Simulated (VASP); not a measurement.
Wanted: the native input for a VASP 6.6.1 run.

```yaml
Task: relaxation of the atoms
Functional: PBE
Potentials_or_basis: VASP PAW PBE potentials, release 64 (Si, C)
Cutoff: 520 eV
k_mesh: 12 × 12 × 6
Occupations: gaussian, width 0.05 eV
Spin: no spin polarisation
Dipole_correction: no
Further_INCAR_settings: ALGO = Normal; EDIFF = 1e-06; IBRION = 2; EDIFFG = -0.01; NSW = 50
```

The structure of SiC lies in POSCAR:

```
SiC
1.0
    3.1302666410      0.0000000000      0.0000000000
   -1.5651333205      2.7108904318      0.0000000000
    0.0000000000      0.0000000000      5.3468084496
Si C
2 2
Direct
    0.3333333333      0.6666666667      0.0045639005
    0.6666666667      0.3333333333      0.5045639005
    0.3333333333      0.6666666667      0.3804360995
    0.6666666667      0.3333333333      0.8804360995
```

This cell differs from its parent crystal: volume 11.343 Å^3 an atom, c/a of the conventional cell 1.7081.

These files were run (other wordings do the same):

INCAR

```
SYSTEM = SiC
PREC = Accurate ; ENCUT = 520
EDIFF = 1E-6 ; ISMEAR = 0
SIGMA = 0.05 ; LREAL = .False.
LASPH = .True. ; NELM = 60
ALGO = Normal ; ISIF = 2
LWAVE = .False. ; LCHARG = .False.
GGA = PE ; IBRION = 2
NSW = 50 ; EDIFFG = -0.01
```

KPOINTS

```
regular mesh
0
Gamma
  12 12 6
  0 0 0
```

Potentials or basis: VASP PAW PBE potentials, release 64 (Si, C).

The run is started by

```console
$ cat potpaw_PBE.64/Si/POTCAR potpaw_PBE.64/C/POTCAR > POTCAR
$ mpirun -np 1 vasp_std > vasp.out
```

Results of the run:

```json
{
 "Energy gained by relaxing": "0.2 meV/atom",
 "Ionic steps": "3",
 "Pressure after relaxing": "-13.7 GPa",
 "Band gap on the k mesh": "2.24 eV, indirect (least direct gap 4.11 eV)"
}
```

Wall time 43 s on 1 thread of Intel(R) Xeon(R) Platinum 8259CL CPU @ 2.50GHz (Skylake/Cascade Lake), on a shared host, peak memory 0.17 GiB.
